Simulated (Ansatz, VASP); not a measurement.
## ZrSi2 in VASP and in Ansatz

File INCAR:

```
  PREC = Accurate
  ENCUT = 520
  EDIFF = 1E-6
  ISMEAR = 0
  SIGMA = 0.1
  LREAL = Auto
  LASPH = True
  NELM = 100
  ALGO = Normal
  ISIF = 2
  LWAVE = False
  LCHARG = False
  GGA = PE
  NBANDS = 98
  LUSENCCL = False
```

The input KPOINTS:

```
Automatic mesh
0
Gamma
  5 5 5
```

File POSCAR:

```
ZrSi2
1.0
   -8.6164350000     -0.1854520000     -0.0558190000
   -2.3368290000     -6.7876560000      0.0503640000
   -4.2483920000     -0.1535640000      7.0753090000
Zr Si
8 16
Direct
    0.3348386401      0.7670892070      0.6001740349
    0.5937728176      0.7660077478      0.0679756814
    0.2889661168      0.1883922540      0.3416503441
    0.0388413904      0.1715838179      0.8836033091
    0.6913110844      0.2873977592      0.3353995009
    0.8527575625      0.0965958314      0.6452416328
    0.2269557817      0.6166294047      0.0803268550
    0.9886232620      0.6038141128      0.6047654890
    0.9053681273      0.8844855349      0.3477709144
    0.6502657764      0.7263214045      0.6286364484
    0.4505320934      0.1845133181      0.9641802341
    0.3976918409      0.1463198638      0.6077605980
    0.0836050543      0.1426182203      0.1876709423
    0.6867615449      0.1196080535      0.0585755070
    0.3701342082      0.9277441052      0.8835739926
    0.2018248999      0.8571584591      0.3480271281
    0.9639353300      0.8202784777      0.8860551926
    0.6270158335      0.9035593522      0.3369745485
    0.5415814267      0.4145453647      0.6914124732
    0.9130840116      0.5277952892      0.0984769713
    0.2007750977      0.4616388841      0.7945824492
    0.9343213656      0.4310878276      0.3855044325
    0.6980704720      0.4409925747      0.8652990928
    0.3736599536      0.5190119196      0.3352602748
```

Input for Ansatz:

```yaml
crystal:
  lattice:
    - [-8.616435, -0.185452, -0.055819]
    - [-2.336829, -6.787656, 0.050364]
    - [-4.248392, -0.153564, 7.075309]
  atoms:
    - { symbol: Zr, position: [0.3348386401, 0.767089207, 0.6001740349] }
    - { symbol: Si, position: [0.9053681273, 0.8844855349, 0.3477709144] }
    - { symbol: Si, position: [0.6502657764, 0.7263214045, 0.6286364484] }
    - { symbol: Zr, position: [0.5937728176, 0.7660077478, 0.0679756814] }
    - { symbol: Si, position: [0.4505320934, 0.1845133181, 0.9641802341] }
    - { symbol: Zr, position: [0.2889661168, 0.188392254, 0.3416503441] }
    - { symbol: Zr, position: [0.0388413904, 0.1715838179, 0.8836033091] }
    - { symbol: Zr, position: [0.6913110844, 0.2873977592, 0.3353995009] }
    - { symbol: Si, position: [0.3976918409, 0.1463198638, 0.607760598] }
    - { symbol: Si, position: [0.0836050543, 0.1426182203, 0.1876709423] }
    - { symbol: Zr, position: [0.8527575625, 0.0965958314, 0.6452416328] }
    - { symbol: Si, position: [0.6867615449, 0.1196080535, 0.058575507] }
    - { symbol: Si, position: [0.3701342082, 0.9277441052, 0.8835739926] }
    - { symbol: Si, position: [0.2018248999, 0.8571584591, 0.3480271281] }
    - { symbol: Si, position: [0.96393533, 0.8202784777, 0.8860551926] }
    - { symbol: Si, position: [0.6270158335, 0.9035593522, 0.3369745485] }
    - { symbol: Si, position: [0.5415814267, 0.4145453647, 0.6914124732] }
    - { symbol: Zr, position: [0.2269557817, 0.6166294047, 0.080326855] }
    - { symbol: Zr, position: [0.988623262, 0.6038141128, 0.604765489] }
    - { symbol: Si, position: [0.9130840116, 0.5277952892, 0.0984769713] }
    - { symbol: Si, position: [0.2007750977, 0.4616388841, 0.7945824492] }
    - { symbol: Si, position: [0.9343213656, 0.4310878276, 0.3855044325] }
    - { symbol: Si, position: [0.698070472, 0.4409925747, 0.8652990928] }
    - { symbol: Si, position: [0.3736599536, 0.5190119196, 0.3352602748] }
basis:
  ecutwfc: 420
kpoints:
  mp_grid: { grid: [5, 5, 5] }
hamiltonian:
  xc: pbe
scf:
  occupations: { method: gaussian, width: 0.1 }
  n_extra_bands: 12
output:
  forces: true
  stress: true
  eigenvalues: true
  populations: true
  dos:
    method: { smearing: { sigma: 0.1, scheme: gaussian } }
    projected: true
    de: 0.02
  write_density: true
  write_potential: true
  elf: true
  volumetric_format: npy
```

Alike in both runs: task single point; functional PBE; k mesh 5 × 5 × 5; occupations gaussian, width 0.1 eV; no spin polarisation.

```csv
,VASP,Ansatz
version,VASP 6.6.1,Ansatz 0.2.0
potentials or method,"VASP PAW PBE potentials, release 64 (Zr_sv, Si), cutoff 520 eV","scalar-relativistic, plane waves, PAW"
valence electrons in the cell,160,160
```

```tsv
	VASP	Ansatz	Ansatz less VASP
gap on the k mesh at the Fermi level (eV)	none	none	-
pressure (GPa)	0.0	0.0	0.00
rms of the force components (eV/Å)	0.021	0.021	-0.0002
```

A gap of «none» marks a metal or a gap that the smearing closes.
